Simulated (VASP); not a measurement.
# Al3Au (I4/mmm) in VASP: a series of runs, part 2 of 2

VASP 6.6.1.

## Step 3: Single point, PBE

This run uses another cell than the first one, of 16.97 Å³/atom, 1.020 times its volume.

INCAR

```
SYSTEM = Al3Au
ALGO     = Normal         ! electronic algorithm
EDIFF    = 1E-6           ! SCF threshold, eV
ENCUT    = 520            ! plane-wave cutoff, eV
GGA      = PE             ! functional
ISIF     = 2              ! what is computed and relaxed
ISMEAR   = -1             ! smearing method
LASPH    = .True.         ! aspherical terms in the spheres
LCHARG   = .False.        ! write CHGCAR
LREAL    = .False.        ! projectors in reciprocal space
LWAVE    = .False.        ! write WAVECAR
NBANDS   = 18             ! bands
NELM     = 60             ! most SCF steps
PREC     = Accurate       ! precision mode
SIGMA    = 0.05           ! smearing width, eV
```

KPOINTS

```
k-points
0
Gamma
  8 8 8
  0 0 0
```

POSCAR

```
Al3Au
1.0
   -2.0455863300      2.0455863300      4.0566000000
    2.0455863300     -2.0455863300      4.0566000000
    2.0455863300      2.0455863300     -4.0566000000
Au Al
1 3
Direct
    0.0000000000      0.0000000000      0.0000000000
    0.5000000000      0.5000000000      0.0000000000
    0.2500000000      0.7500000000      0.5000000000
    0.7500000000      0.2500000000      0.5000000000
```

Potentials or basis: VASP PAW PBE potentials, release 64 (Au, Al).

Started as:

```bash
cat potpaw_PBE.64/Au/POTCAR potpaw_PBE.64/Al/POTCAR > POTCAR
mpirun -np 1 vasp_std > vasp.out
```

OUTCAR:

```text
SYSTEM = Al3Au
   EDIFF = 1E-6
   ENCUT = 520
   GGA = PE
   ISIF = 2
   ISMEAR = -1
   LASPH = .True.
   LREAL = .False.
   NELM = 60
   PREC = Accurate

 ion  position               nearest neighbor table
   1  0.000  0.000  0.000-   4 2.88   3 2.88   3 2.88   4 2.88   3 2.88   4 2.88   4 2.88   3 2.88
                             2 2.89   2 2.89   2 2.89   2 2.89
   2  0.500  0.500  0.000-   3 2.88   4 2.88   3 2.88   4 2.88   3 2.88   4 2.88   3 2.88   4 2.88
                             1 2.89   1 2.89   1 2.89   1 2.89
   3  0.250  0.750  0.500-   1 2.88   2 2.88   1 2.88   2 2.88   1 2.88   2 2.88   1 2.88   2 2.88
                             4 2.89   4 2.89   4 2.89   4 2.89
   4  0.750  0.250  0.500-   2 2.88   1 2.88   1 2.88   2 2.88   1 2.88   2 2.88   2 2.88   1 2.88
                             3 2.89   3 2.89   3 2.89   3 2.89

  LATTYP: Found a body centered tetragonal cell.
 ALAT       =     4.0911726600
 C/A-ratio  =     1.9830988996

  Lattice vectors:

 A1 = (  -2.0455863300,   2.0455863300,   4.0566000000)
 A2 = (   2.0455863300,  -2.0455863300,   4.0566000000)
 A3 = (   2.0455863300,   2.0455863300,  -4.0566000000)

Analysis of symmetry for initial positions (statically):
=====================================================================
[... 174 lines left out ...]
  energy without entropy =      -14.91402262  energy(sigma->0) =      -14.92106849

 E-fermi :   8.5590     XC(G=0): -10.7571

 val. band max:        8.5267720573   @ k =  -0.1250  -0.3750   0.1250
 cond. band min:       8.5692029988   @ k =   0.2500   0.2500   0.0000
 fundamental gap:      0.0424309415
 Fermi energy:         8.5589544210

 k-point     1 :       0.0000    0.0000    0.0000
  band No.  band energies     occupation
      1      -2.5137      2.00000
      2       2.6118      2.00000
      3       2.6984      2.00000
      4       2.8554      2.00000
      5       2.8554      2.00000
      6       3.3530      2.00000
[... 481 lines left out ...]
      5       3.0492      2.00000
      6       3.3105      2.00000
[... 10 lines left out ...]
     17      15.4095      0.00000
     18      18.0384      0.00000

 [... further k-points ...]
[... 5 lines left out ...]
  --------------------------------------------------------------------------------------
  -------------------------------------------------------------------------------------
  Total       -0.9798643     -0.9798643     -0.0372112      0.0000000      0.0000000      0.0000000
  in kB      -23.1216449    -23.1216449     -0.8780647      0.0000000      0.0000000      0.0000000
  external PRESSURE =     -15.7071181 kB  Pullay stress =       0.0000000 kB

 VOLUME and BASIS-vectors are now :
 -----------------------------------------------------------------------------
  energy-cutoff  :      520.00
  volume of cell :       67.90
      direct lattice vectors                 reciprocal lattice vectors
    -2.045586330  2.045586330  4.056600000     0.000000000  0.244428696  0.123255929
     2.045586330 -2.045586330  4.056600000     0.244428696  0.000000000  0.123255929
     2.045586330  2.045586330 -4.056600000     0.244428696  0.244428696  0.000000000

 POSITION                                       TOTAL-FORCE (eV/Angst)
 -----------------------------------------------------------------------------------
      0.00000      0.00000      0.00000         0.000000      0.000000     -0.000000
      0.00000      0.00000      4.05660         0.000000      0.000000     -0.000000
      2.04559      0.00000      2.02830         0.000000     -0.000000     -0.000000
      0.00000      2.04559      2.02830        -0.000000      0.000000      0.000000
 -----------------------------------------------------------------------------------
    total drift:                               -0.000000     -0.000000      0.000000

  FREE ENERGIE OF THE ION-ELECTRON SYSTEM (eV)
  ---------------------------------------------------
  free  energy   TOTEN  =       -14.9281143660 eV

  energy  without entropy=      -14.9140226184  energy(sigma->0) =      -14.92106849
```

OSZICAR:

```text
N       E                     dE             d eps       ncg     rms          rms(c)
DAV:   1     0.585807359630E+02    0.58581E+02   -0.83720E+03  2156   0.948E+02
DAV:   2    -0.141669298771E+02   -0.72748E+02   -0.68166E+02  2504   0.166E+02
DAV:   3    -0.162421770572E+02   -0.20752E+01   -0.20475E+01  2666   0.253E+01
DAV:   4    -0.162567754713E+02   -0.14598E-01   -0.14589E-01  2496   0.249E+00
DAV:   5    -0.162569475483E+02   -0.17208E-03   -0.17208E-03  2532   0.287E-01    0.900E+00
DAV:   6    -0.150962107245E+02    0.11607E+01   -0.69157E+00  2222   0.245E+01    0.799E+00
DAV:   7    -0.149602836240E+02    0.13593E+00   -0.48430E-01  2198   0.732E+00    0.350E+00
DAV:   8    -0.149333050996E+02    0.26979E-01   -0.66685E-02  2364   0.182E+00    0.545E-01
DAV:   9    -0.149281047009E+02    0.52004E-02   -0.14159E-02  2386   0.124E+00    0.127E-01
DAV:  10    -0.149281166947E+02   -0.11994E-04   -0.53194E-04  2444   0.176E-01    0.541E-02
DAV:  11    -0.149281151015E+02    0.15932E-05   -0.90355E-06  2494   0.229E-02    0.210E-02
DAV:  12    -0.149281143660E+02    0.73554E-06   -0.21438E-06  1710   0.116E-02
   1 F= -.14928114E+02 E0= -.14921068E+02  d E =-.140917E-01
```

stdout:

```text
POSCAR found type information on POSCAR AuAl
 POSCAR found :  2 types and       4 ions
 scaLAPACK will be used
 LDA part: xc-table for (Slater+PW92), standard interpolation
 POSCAR, INCAR and KPOINTS ok, starting setup
 FFT: planning ... GRIDC
 FFT: planning ... GRID_SOFT
 FFT: planning ... GRID
 WAVECAR not read
 entering main loop
```

Run time: 2.9 min. Hardware: 1 thread of AMD EPYC 7R43 (Zen 3), shared host; peak memory 0.23 GiB.

Results:

```
Free energy            : -14.9281 eV
Pressure               : -1.6 GPa
Band gap on the k mesh : zero (band 10 reaches 10.25 eV, above the bottom of band 11 at 6.96 eV)
```

Levels at points of the mesh, in eV from the Fermi level:
```csv
k point,band 8,band 9,band 10,band 11,band 12,band 13
"(0.00, 0.00, 0.00)",0.04,0.04,0.45,0.57,0.79,0.79
"(0.50, 0.00, 0.00)",-3.42,-1.75,0.37,1.18,1.45,2.75
"(0.50, 0.50, 0.00)",-4.35,-3.90,-2.18,-1.60,2.19,3.01
"(0.50, 0.50, 0.50)",-2.52,-2.52,-0.45,0.82,5.08,5.64
```

Caveat: spin-orbit coupling is left out, which moves the levels of the heavy elements.

## Step 4: Single point, PBE

This run uses another cell than the first one, of 17.31 Å³/atom, 1.040 times its volume.

INCAR

```
SYSTEM = Al3Au
PREC = Accurate
ENCUT = 520
EDIFF = 1E-6
ISMEAR = -1
SIGMA = 0.05
LREAL = .FALSE.
LASPH = .TRUE.
NELM = 100
ALGO = Fast
ISIF = 2
LWAVE = .FALSE.
LCHARG = .TRUE.
GGA = PE
LELF = .TRUE.
LVHAR = .TRUE.
NBANDS = 18
```

KPOINTS

```
regular mesh
0
G
  8 8 8
  0 0 0
```

POSCAR

```
Al3Au
1.0
   -2.0658396600      2.0658396600      4.0566000000
    2.0658396600     -2.0658396600      4.0566000000
    2.0658396600      2.0658396600     -4.0566000000
Au Al
1 3
Direct
    0.0000000000      0.0000000000      0.0000000000
    0.5000000000      0.5000000000      0.0000000000
    0.2500000000      0.7500000000      0.5000000000
    0.7500000000      0.2500000000      0.5000000000
```

Potentials or basis: VASP PAW PBE potentials, release 64 (Au, Al).

Started as:

```bash
cat potpaw_PBE.64/Au/POTCAR potpaw_PBE.64/Al/POTCAR > POTCAR
mpirun -np 1 vasp_std > vasp.out
```

OUTCAR:

```text
SYSTEM = Al3Au
   PREC = Accurate
   ENCUT = 520
   EDIFF = 1E-6
   ISMEAR = -1
   LREAL = .FALSE.
   LASPH = .TRUE.
   NELM = 100
   ISIF = 2
   GGA = PE

 ion  position               nearest neighbor table
   1  0.000  0.000  0.000-   4 2.90   3 2.90   3 2.90   4 2.90   3 2.90   4 2.90   4 2.90   3 2.90
                             2 2.92   2 2.92   2 2.92   2 2.92
   2  0.500  0.500  0.000-   3 2.90   4 2.90   3 2.90   4 2.90   3 2.90   4 2.90   3 2.90   4 2.90
                             1 2.92   1 2.92   1 2.92   1 2.92
[... 705 lines left out ...]
 [... further k-points ...]
[... 5 lines left out ...]
  --------------------------------------------------------------------------------------
  -------------------------------------------------------------------------------------
  Total       -1.8093923     -1.8093923     -0.5088586      0.0000000     -0.0000000     -0.0000000
  in kB      -41.8627671    -41.8627671    -11.7731393      0.0000000     -0.0000000     -0.0000000
  external PRESSURE =     -31.8328911 kB  Pullay stress =       0.0000000 kB

 VOLUME and BASIS-vectors are now :
 -----------------------------------------------------------------------------
  energy-cutoff  :      520.00
  volume of cell :       69.25
      direct lattice vectors                 reciprocal lattice vectors
    -2.065839660  2.065839660  4.056600000     0.000000000  0.242032337  0.123255929
     2.065839660 -2.065839660  4.056600000     0.242032337  0.000000000  0.123255929
     2.065839660  2.065839660 -4.056600000     0.242032337  0.242032337  0.000000000

 POSITION                                       TOTAL-FORCE (eV/Angst)
 -----------------------------------------------------------------------------------
      0.00000      0.00000      0.00000         0.000000     -0.000000      0.000000
      0.00000      0.00000      4.05660         0.000000     -0.000000      0.000000
      2.06584      0.00000      2.02830         0.000000      0.000000     -0.000000
      0.00000      2.06584      2.02830        -0.000000     -0.000000      0.000000
 -----------------------------------------------------------------------------------
    total drift:                               -0.000000     -0.000000      0.000000

  FREE ENERGIE OF THE ION-ELECTRON SYSTEM (eV)
  ---------------------------------------------------
  free  energy   TOTEN  =       -14.9005932950 eV

  energy  without entropy=      -14.8846636644  energy(sigma->0) =      -14.89262848
```

OSZICAR:

```text
N       E                     dE             d eps       ncg     rms          rms(c)
DAV:   1     0.586518365072E+02    0.58652E+02   -0.83545E+03  2132   0.948E+02
DAV:   2    -0.140883594614E+02   -0.72740E+02   -0.68011E+02  2516   0.164E+02
DAV:   3    -0.161591794672E+02   -0.20708E+01   -0.20493E+01  2606   0.254E+01
DAV:   4    -0.161734346034E+02   -0.14255E-01   -0.14249E-01  2532   0.249E+00
DAV:   5    -0.161736021692E+02   -0.16757E-03   -0.16756E-03  2526   0.281E-01    0.868E+00
RMM:   6    -0.150648571402E+02    0.11087E+01   -0.56609E+00  2127   0.132E+01    0.711E+00
RMM:   7    -0.149323034174E+02    0.13255E+00   -0.28823E-01  2167   0.314E+00    0.347E+00
RMM:   8    -0.149057082020E+02    0.26595E-01   -0.49209E-02  2196   0.122E+00    0.438E-01
RMM:   9    -0.149005203955E+02    0.51878E-02   -0.14826E-02  2346   0.734E-01    0.156E-01
RMM:  10    -0.149006008736E+02   -0.80478E-04   -0.10418E-03  2409   0.203E-01    0.910E-02
RMM:  11    -0.149006076324E+02   -0.67587E-05   -0.54539E-04  2363   0.136E-01    0.409E-02
RMM:  12    -0.149005930327E+02    0.14600E-04   -0.98859E-05  2392   0.651E-02    0.102E-02
RMM:  13    -0.149005945676E+02   -0.15348E-05   -0.20092E-05  2445   0.295E-02    0.152E-02
RMM:  14    -0.149005933091E+02    0.12584E-05   -0.11610E-05  2293   0.209E-02    0.199E-03
RMM:  15    -0.149005932950E+02    0.14192E-07   -0.12626E-06  1455   0.779E-03
   1 F= -.14900593E+02 E0= -.14892628E+02  d E =-.159296E-01
```

It took 3.8 min on 1 thread of AMD EPYC 7R43 (Zen 3), shared host; peak memory 0.23 GiB.

What came out:

* Free energy: -14.9006 eV
* Pressure: -3.2 GPa
* Band gap on the k mesh: zero (band 10 reaches 9.91 eV, above the bottom of band 11 at 6.71 eV)

Caveat: spin-orbit coupling is left out, which moves the levels of the heavy elements.

## Step 5: Single point, PBE

This run uses another cell than the first one, of 18.00 Å³/atom, 1.082 times its volume.

INCAR

```
PREC = Accurate
ENCUT = 520
EDIFF = 1E-6
ISMEAR = -1
SIGMA = 0.05
LREAL = F
LASPH = T
NELM = 60
ALGO = Normal
ISIF = 2
LWAVE = F
LCHARG = F
GGA = PE
NBANDS = 18
```

KPOINTS

```
regular mesh
0
Gamma
  8 8 8
```

POSCAR

```
Al3Au
1.0
   -2.1063463200      2.1063463200      4.0566000000
    2.1063463200     -2.1063463200      4.0566000000
    2.1063463200      2.1063463200     -4.0566000000
Au Al
1 3
Direct
    0.0000000000      0.0000000000      0.0000000000
    0.5000000000      0.5000000000      0.0000000000
    0.2500000000      0.7500000000      0.5000000000
    0.7500000000      0.2500000000      0.5000000000
```

Started as:

```bash
cat potpaw_PBE.64/Au/POTCAR potpaw_PBE.64/Al/POTCAR > POTCAR
mpirun -np 1 vasp_std > vasp.out
```

Wall time 2.5 min (1 thread of AMD EPYC 7R43 (Zen 3), shared host); peak memory 0.23 GiB.

Results (log left out):

| Item | Value |
| --- | --- |
| Free energy | -14.8045 eV |
| Pressure | -5.7 GPa |
| Band gap on the k mesh | zero (band 10 reaches 9.25 eV, above the bottom of band 11 at 6.22 eV) |

Stress tensor (GPa, compression positive):
```
-6.91  0.00  0.00
 0.00 -6.91  0.00
 0.00  0.00 -3.22
```

Levels at points of the mesh, in eV from the Fermi level:
```csv
k point,band 7,band 8,band 9,band 10,band 11,band 12,band 13,band 14
"(0.00, 0.00, 0.00)",-2.01,0.11,0.11,0.26,0.75,0.82,0.82,1.03
"(0.50, 0.00, 0.00)",-4.53,-3.09,-1.56,0.37,0.98,1.30,2.37,4.68
"(0.50, 0.50, 0.00)",-4.28,-4.03,-3.62,-2.18,-1.59,2.47,3.25,3.40
"(0.50, 0.50, 0.50)",-4.84,-2.43,-2.43,-0.60,0.46,5.03,5.66,5.66
```

Caveat: spin-orbit coupling is left out, which moves the levels of the heavy elements.

## Step 6: Overview

| cell | gap on the mesh (eV) | pressure (GPa) |
| --- | --- | --- |
| a = 4.966 Å, angles 131.9, 131.9, 70.4°, 4 atoms | none | 0.2 |
| a = 4.982 Å, angles 131.5, 131.5, 71.0°, 4 atoms | none | -1.6 |
| a = 4.999 Å, angles 131.2, 131.2, 71.5°, 4 atoms | none | -3.2 |
| a = 5.033 Å, angles 130.5, 130.5, 72.6°, 4 atoms | none | -5.7 |

Alike in all rows: task single point; level PBE; potentials or basis VASP PAW PBE potentials, release 64 (Au, Al); no spin polarisation; k mesh 8 × 8 × 8; cutoff (eV) 520; smearing fermi-dirac 0.05 eV.

Caveats: spin-orbit coupling is left out, which moves the levels of the heavy elements.

Total energies depend on the potentials used, so only differences within one code and one set of settings carry meaning.
